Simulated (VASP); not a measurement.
# AlNi (Pmmm) in VASP: notebook

Runs on AlNi. Level: PBEsol. Tasks: single point.

Program: VASP 6.6.1. These are calculated values, not measurements. Logs are shortened: lines on timing, memory, paths and dates and some standing lists are left out, and cuts for length are marked.

### Step 1. The cell of the first run

Symmetry: Pmmm, No. 47, orthorhombic system. The conventional cell has a = 2.649 Å, b = 2.869 Å, c = 2.963 Å, α = 90.00°, β = 90.00°, γ = 90.00°. Within 3.2 Å of Al (site symmetry mmm) lie 8 Ni at 2.45 Å and 6 Al at 2.65 to 2.96 Å. Within 3.2 Å of Ni (site symmetry mmm) lie 8 Al at 2.45 Å and 6 Ni at 2.65 to 2.96 Å.

### Step 2. Single point, PBEsol (normal strain along x -0.0733, normal strain along y +0.0367)

File INCAR:

```
SYSTEM = AlNi
  PREC = Accurate
  ENCUT = 520
  EDIFF = 1E-7
  ISMEAR = 0
  SIGMA = 0.15
  LREAL = .False.
  LASPH = .True.
  NELM = 60
  ALGO = Fast
  ISIF = 2
  LWAVE = .False.
  LCHARG = .False.
  GGA = PS
  NBANDS = 14
```

File KPOINTS:

```
regular mesh
0
Gamma
  16 16 16
  0 0 0
```

File POSCAR:

```
AlNi
1.0
    1.8730457086     -1.8729959351      0.0000000000
    2.0953717610      2.0953278957      0.0000000000
    0.0000000000      0.0000000000      2.8688666979
Al Ni
1 1
Direct
    0.0000000000      0.0000000000      0.0000000000
    0.5000000000      0.5000000000      0.5000000000
```

Potentials or basis: VASP PAW PBE potentials, release 64 (Al, Ni).

Started as:

```bash
$ cat potpaw_PBE.64/Al/POTCAR potpaw_PBE.64/Ni/POTCAR > POTCAR
$ mpirun -np 1 vasp_std > vasp.out
```

OUTCAR:

```text
SYSTEM = AlNi
   PREC = Accurate
   ENCUT = 520
   EDIFF = 1E-7
   ISMEAR = 0
   LREAL = .False.
   LASPH = .True.
   NELM = 60
   ISIF = 2
   GGA = PS

 ion  position               nearest neighbor table
   1  0.000  0.000  0.000-   2 2.45   2 2.45   2 2.45   2 2.45   2 2.45   2 2.45   2 2.45   2 2.45

   2  0.500  0.500  0.500-   1 2.45   1 2.45   1 2.45   1 2.45   1 2.45   1 2.45   1 2.45   1 2.45

  LATTYP: Found a simple monoclinic cell.
 ALAT       =     2.6488514491
 B/A-ratio  =     1.0830606219
 C/A-ratio  =     1.1187007661
 COS(beta)  =    -0.0000237543

  Lattice vectors:

 A1 = (   1.8730457086,  -1.8729959351,   0.0000000000)
 A2 = (   0.0000000000,   0.0000000000,   2.8688666979)
 A3 = (  -2.0953717610,  -2.0953278957,   0.0000000000)

Analysis of symmetry for initial positions (statically):
=====================================================================
 Subroutine PRICEL returns:
 Original cell was already a primitive cell.

 Routine SETGRP: Setting up the symmetry group for a
 simple monoclinic supercell.

 Subroutine GETGRP returns: Found  4 space group operations
 (whereof  4 operations were pure point group operations)
 out of a pool of  4 trial point group operations.

The static configuration has the point symmetry C_2h.

Analysis of symmetry for dynamics (positions and initial velocities):
=====================================================================
 Subroutine PRICEL returns:
 Original cell was already a primitive cell.

 Routine SETGRP: Setting up the symmetry group for a
 simple monoclinic supercell.

 Subroutine GETGRP returns: Found  4 space group operations
 (whereof  4 operations were pure point group operations)
 out of a pool of  4 trial point group operations.

The dynamic configuration has the point symmetry C_2h.

 Subroutine INISYM returns: Found  4 space group operations
 (whereof  4 operations are pure point group operations),
 and found     1 'primitive' translations

----------------------------------------------------------------------------------------

                                     Primitive cell

  volume of cell :      22.5185

  direct lattice vectors                    reciprocal lattice vectors
     1.873045709 -1.872995935  0.000000000     0.266945653 -0.266951241  0.000000000
     2.095371761  2.095327896  0.000000000     0.238620468  0.238626809  0.000000000
     0.000000000  0.000000000  2.868866698     0.000000000  0.000000000  0.348569699

  length of vectors
     2.648851449  2.963272145  2.868866698     0.377522115  0.337464786  0.348569699

  position of ions in fractional coordinates (direct lattice)
     0.000000000  0.000000000  0.000000000
     0.500000000  0.500000000  0.500000000

  ion indices of the primitive-cell ions
   primitive index   ion index
                 1           1
                 2           2

----------------------------------------------------------------------------------------

 KPOINTS: regular mesh

Automatic generation of k-mesh.
 Grid dimensions read from file:
 generate k-points for:   16   16   16

 Generating k-lattice:

  Cartesian coordinates                     Fractional coordinates (reciprocal lattice)
     0.016684103 -0.016684453  0.000000000     0.062500000  0.000000000  0.000000000
     0.014913779  0.014914176  0.000000000     0.000000000  0.062500000  0.000000000
     0.000000000  0.000000000  0.021785606     0.000000000  0.000000000  0.062500000

  Length of vectors
     0.023595132  0.021091549  0.021785606

  Shift w.r.t. Gamma in fractional coordinates (k-lattice)
     0.000000000  0.000000000  0.000000000

 Subroutine IBZKPT returns following result:
 ===========================================

 Found   1170 irreducible k-points:

 Following reciprocal coordinates:
            Coordinates               Weight
  0.000000  0.000000  0.000000      1.000000
  0.062500  0.000000  0.000000      2.000000
  0.125000  0.000000  0.000000      2.000000
  0.187500  0.000000  0.000000      2.000000
  0.250000  0.000000  0.000000      2.000000
  0.312500  0.000000  0.000000      2.000000
[... 16 lines left out ...]
 -0.187500  0.062500  0.000000      2.000000
 -0.125000  0.062500  0.000000      2.000000
 [... further k-points ...]
   k-points           NKPTS =   1170   k-points in BZ     NKDIM =   1170   number of bands    NBANDS=     14
   number of dos      NEDOS =    301   number of ions     NIONS =      2
   total plane-waves  NPLWV =  11520
   dimension x,y,z NGX =    20 NGY =   24 NGZ =   24
   dimension x,y,z NGXF=    40 NGYF=   48 NGZF=   48
   ions per type =               1   1
   NGX,Y,Z   is equivalent  to a cutoff of  12.55, 13.46, 13.91 a.u.
   NGXF,Y,Z  is equivalent  to a cutoff of  25.10, 26.93, 27.82 a.u.
 SYSTEM =  AlNi
   PREC   = accura    normal or accurate (medium, high low for compatibility)
   ISTART =      0    job   : 0-new  1-cont  2-samecut
   ICHARG =      2    charge: 1-file 2-atom 10-const
   ISPIN  =      1    spin polarized calculation?
   LNONCOLLINEAR =      F non collinear calculations
   LSORBIT =      F    spin-orbit coupling
   LASPH  =      T    aspherical Exc in radial PAW
   ENCUT  =  520.0 eV  38.22 Ry    6.18 a.u.   4.93  5.51  5.33*2*pi/ulx,y,z
   NELM   =     60;   NELMIN=  2; NELMDL= -5     # of ELM steps
   EDIFF  = 0.1E-06   stopping-criterion for ELM
   LREAL  =      F    real-space projection
   EDIFFG = 0.1E-05   stopping-criterion for IOM
   NSW    =      0    number of steps for IOM
   IBRION =     -1    ionic relax: 0-MD 1-quasi-New 2-CG
   NFREE  =      0    steps in history (QN), initial steepest desc. (CG)
   ISIF   =      2    stress and relaxation
   ISYM   =      2    0-nonsym 1-usesym 2-fastsym
   POTIM  = 0.5000    time-step for ionic-motion
   TEBEG  =    0.0;   TEEND  =   0.0 temperature during run
   PSTRESS=    0.0 pullay stress
   NELECT =      13.0000    total number of electrons
   NUPDOWN=      -1.0000    fix difference up-down
   EMIN   =  10.00;   EMAX   =-10.00  energy-range for DOS
   EFERMI =   0.00;   METHOD = LEGACY
   ISMEAR =     0;   SIGMA  =   0.15  broadening in eV -4-tet -1-fermi 0-gaus
   EFERMI_NEDOS =   21; number of points for ismear=-14 and -15
   IALGO  =     68    algorithm
   IMIX   =      4    mixing-type and parameters
     AMIX     =   0.40;   BMIX     =  1.00
     AMIX_MAG =   1.60;   BMIX_MAG =  1.00
  volume/ion in A,a.u.               =      11.26        75.98
  Fermi-wavevector in a.u.,A,eV,Ry     =   1.363147  2.575975 25.281944  1.858170
  Thomas-Fermi vector in A             =   2.489575
   LORBIT       =      0    0 simple, 1 ext, 2 COOP (PROOUT), +10 PAW based schemes
   GGA     = PS    functional components
   LHFCALC =     F    Hartree Fock is set to
   AEXX    =    0.0000 exact exchange contribution
   IVDW    =     0    specifies the selected vdW correction
   LEPSILON=     F    determine dielectric tensor
   LRPA    =     F    only Hartree local field effects (RPA)
 non-spin polarized calculation
 RMM-DIIS sequential band-by-band and
 Gauss-broadening in eV      SIGMA  =   0.15
  energy-cutoff  :      520.00
  volume of cell :       22.52
 maximum number of plane-waves:       626
   NGX =  9   NGY = 11   NGZ = 11

 number of electron      12.9999991 magnetization

 Free energy of the ion-electron system (eV)
  ---------------------------------------------------
  ext. energy  EPLUGINS =         0.00000000
  ---------------------------------------------------
  free energy    TOTEN  =       -11.51825548 eV

  energy without entropy =      -11.50852809  energy(sigma->0) =      -11.51339179

 E-fermi :  10.7195     XC(G=0): -12.4607

 val. band max:       10.7193575541   @ k =   0.5000   0.3125   0.3750
 cond. band min:      10.7288230905   @ k =  -0.1875   0.3750   0.3125
 fundamental gap:      0.0094655364
 Fermi energy:        10.7195473985

 k-point     1 :       0.0000    0.0000    0.0000
  band No.  band energies     occupation
      1      -0.8755      2.00000
      2       7.1121      2.00000
      3       7.1743      2.00000
      4       8.8468      2.00000
      5       9.1208      2.00000
      6       9.2022      2.00000
      7      14.7503      0.00000
      8      15.8754      0.00000
      9      18.5221      0.00000
     10      19.0295      0.00000
     11      19.1254      0.00000
     12      25.9973      0.00000
     13      30.8342      0.00000
     14      33.0723      0.00000

 k-point     2 :       0.0625    0.0000    0.0000
  band No.  band energies     occupation
      1      -0.7904      2.00000
      2       7.1368      2.00000
      3       7.1918      2.00000
      4       8.8531      2.00000
      5       9.0639      2.00000
      6       9.1537      2.00000
      7      14.8732      0.00000
      8      15.9897      0.00000
      9      17.4817      0.00000
     10      18.5982      0.00000
     11      20.2670      0.00000
     12      26.5316      0.00000
     13      30.8497      0.00000
     14      31.7091      0.00000

 k-point     3 :       0.1250    0.0000    0.0000
  band No.  band energies     occupation
      1      -0.5363      2.00000
      2       7.2018      2.00000
      3       7.2374      2.00000
      4       8.8711      2.00000
      5       8.9106      2.00000
      6       9.0214      2.00000
      7      15.2256      0.00000
      8      15.7989      0.00000
      9      16.3208      0.00000
     10      18.6331      0.00000
     11      21.0935      0.00000
     12      27.9678      0.00000
     13      29.9678      0.00000
     14      30.8735      0.00000

 k-point     4 :       0.1875    0.0000    0.0000
  band No.  band energies     occupation
      1      -0.1167      2.00000
      2       7.2347      2.00000
      3       7.3309      2.00000
      4       8.7011      2.00000
      5       8.8366      2.00000
      6       8.8982      2.00000
      7      14.1538      0.00000
      8      15.7699      0.00000
      9      16.8398      0.00000
     10      18.6984      0.00000
     11      21.7205      0.00000
     12      28.1929      0.00000
     13      29.0768      0.00000
     14      29.9522      0.00000

 k-point     5 :       0.2500    0.0000    0.0000
  band No.  band energies     occupation
      1       0.4617      2.00000
      2       7.1439      2.00000
      3       7.4631      2.00000
      4       8.4778      2.00000
      5       8.6355      2.00000
      6       8.9303      2.00000
      7      12.6996      0.00000
      8      16.4673      0.00000
      9      17.5143      0.00000
     10      18.7873      0.00000
     11      22.3156      0.00000
[... 276 lines left out ...]
 k-point    22 :      -0.2500    0.0625    0.0000
  band No.  band energies     occupation
      1       0.5270      2.00000
      2       7.1653      2.00000
      3       7.4539      2.00000
      4       8.4512      2.00000
      5       8.6381      2.00000
      6       8.9052      2.00000
      7      12.7286      0.00000
      8      15.7893      0.00000
      9      17.6022      0.00000
     10      19.3206      0.00000
     11      22.6021      0.00000
     12      25.7947      0.00000
     13      27.4424      0.00000
     14      29.7785      0.00000

 k-point    23 :      -0.1875    0.0625    0.0000
  band No.  band energies     occupation
      1      -0.0500      2.00000
      2       7.2481      2.00000
      3       7.3241      2.00000
      4       8.6726      2.00000
      5       8.8289      2.00000
      6       8.8816      2.00000
      7      14.1219      0.00000
      8      15.2258      0.00000
      9      16.9297      0.00000
     10      19.2030      0.00000
     11      21.9726      0.00000
     12      27.4421      0.00000
     13      29.1143      0.00000
     14      29.9776      0.00000

 k-point    24 :      -0.1250    0.0625    0.0000
  band No.  band energies     occupation
      1      -0.4686      2.00000
      2       7.1901      2.00000
      3       7.2501      2.00000
      4       8.8402      2.00000
      5       8.8857      2.00000
      6       9.0263      2.00000
      7      14.5437      0.00000
      8      15.9565      0.00000
      9      16.4127      0.00000
     10      19.1126      0.00000
     11      21.3057      0.00000
     12      28.0116      0.00000
     13      29.2452      0.00000
     14      30.0972      0.00000

 [... further k-points ...]

------------------------ aborting loop because EDIFF is reached ----------------------------------------

  FORCE on cell =-STRESS in cart. coord.  units (eV):
  Direction    XX          YY          ZZ          XY          YZ          ZX
  --------------------------------------------------------------------------------------
  -------------------------------------------------------------------------------------
  Total        1.4319820      1.4328833      0.7239355     -0.8803326      0.0000000      0.0000000
  in kB      101.8846215    101.9487490     51.5075578    -62.6351096      0.0000000      0.0000000
  external PRESSURE =      85.1136428 kB  Pullay stress =       0.0000000 kB

 VOLUME and BASIS-vectors are now :
 -----------------------------------------------------------------------------
  energy-cutoff  :      520.00
  volume of cell :       22.52
      direct lattice vectors                 reciprocal lattice vectors
     1.873045709 -1.872995935  0.000000000     0.266945653 -0.266951241  0.000000000
     2.095371761  2.095327896  0.000000000     0.238620468  0.238626809  0.000000000
     0.000000000  0.000000000  2.868866698     0.000000000  0.000000000  0.348569699

 POSITION                                       TOTAL-FORCE (eV/Angst)
 -----------------------------------------------------------------------------------
      0.00000      0.00000      0.00000         0.000000      0.000000      0.000000
      1.98421      0.11117      1.43443         0.000000      0.000000      0.000000
 -----------------------------------------------------------------------------------
    total drift:                                0.000000      0.000000      0.000000

  FREE ENERGIE OF THE ION-ELECTRON SYSTEM (eV)
  ---------------------------------------------------
  free  energy   TOTEN  =       -11.5182554779 eV

  energy  without entropy=      -11.5085280945  energy(sigma->0) =      -11.51339179
```

It took 5.7 min on 1 thread of Intel Xeon Platinum 8259CL at 2.50GHz (Skylake/Cascade Lake), shared host; peak memory 0.47 GiB.

Results:

```yaml
Free_energy: -11.5183 eV
Pressure: 8.5 GPa
Band_gap_on_the_k_mesh: zero (an odd number of electrons rules out a gap without spin polarisation)
```

Caveat: the cell differs from its parent crystal (normal strain along x -0.0733, normal strain along y +0.0367); the stress differs along the axes, from 5 to 10 GPa; the PAW data sets were made with another functional, which shifts forces and pressure a little.

### Step 3. Single point, PBEsol (normal strain along x -0.0733, normal strain along y +0.0733)

File INCAR:

```
ALGO     = Fast           # electronic algorithm
EDIFF    = 1E-6           # SCF threshold, eV
ENCUT    = 520            # plane-wave cutoff, eV
GGA      = PS             # functional
ISIF     = 2              # what is computed and relaxed
ISMEAR   = 0              # smearing method
LASPH    = T              # aspherical terms in the spheres
LCHARG   = T              # write CHGCAR
LELF     = T              # ELF
LREAL    = F              # projectors in reciprocal space
LVHAR    = T            
LWAVE    = F              # write WAVECAR
NBANDS   = 14             # bands
NELM     = 60             # most SCF steps
PREC     = Accurate       # precision mode
SIGMA    = 0.15           # smearing width, eV
```

File KPOINTS:

```
k-points
0
Gamma
  16 16 16
```

POSCAR, as its differences from that of step 2:

```diff
@@ -3,3 +3,3 @@
     1.8730457086     -1.8729959351      0.0000000000
-    2.0953717610      2.0953278957      0.0000000000
+    2.1693457021      2.1693038026      0.0000000000
     0.0000000000      0.0000000000      2.8688666979
```

Potentials or basis: VASP PAW PBE potentials, release 64 (Al, Ni).

Started as:

```bash
$ cat potpaw_PBE.64/Al/POTCAR potpaw_PBE.64/Ni/POTCAR > POTCAR
$ mpirun -np 1 vasp_std > vasp.out
```

Run time: 6.7 min. Hardware: 1 thread of Intel Xeon Platinum 8259CL at 2.50GHz (Skylake/Cascade Lake), shared host; peak memory 0.48 GiB.

The run converged. Its results:

```yaml
Free_energy: -11.5201 eV
Pressure: 1.9 GPa
Band_gap_on_the_k_mesh: zero (an odd number of electrons rules out a gap without spin polarisation)
```

Stress tensor (GPa, compression positive):
```
 3.62 -6.81  0.00
-6.81  3.63  0.00
 0.00  0.00 -1.54
```

Levels at points of the mesh, in eV from the Fermi level:
```tsv
k point	band 4	band 5	band 6	band 7	band 8	band 9	band 10	band 11
(0.00, 0.00, 0.00)	-1.81	-1.54	-1.39	3.18	5.42	7.32	8.39	8.58
(0.50, 0.00, 0.00)	-2.73	-2.37	-1.64	-0.11	8.20	8.28	10.03	10.27
(0.00, 0.50, 0.00)	-2.38	-1.92	-1.34	-1.21	8.20	9.68	10.26	12.66
(0.50, 0.50, 0.00)	-2.49	-2.27	-2.10	-1.18	1.78	2.63	12.58	14.47
(0.00, 0.00, 0.50)	-2.76	-1.90	-1.46	-0.70	7.72	7.81	9.15	12.87
(0.50, 0.00, 0.50)	-2.52	-2.39	-2.22	-0.93	2.22	3.26	11.04	13.51
(0.00, 0.50, 0.50)	-3.28	-1.84	-1.81	-1.27	0.83	1.91	14.75	16.29
(0.50, 0.50, 0.50)	-1.20	-0.88	1.87	2.05	2.18	3.76	4.03	4.62
```

Caveat: the cell differs from its parent crystal (normal strain along x -0.0733, normal strain along y +0.0733); the stress differs along the axes, from -2 to 4 GPa; the PAW data sets were made with another functional, which shifts forces and pressure a little. Spin polarisation is off, so any magnetic state and its effect on volume and gap are missing.
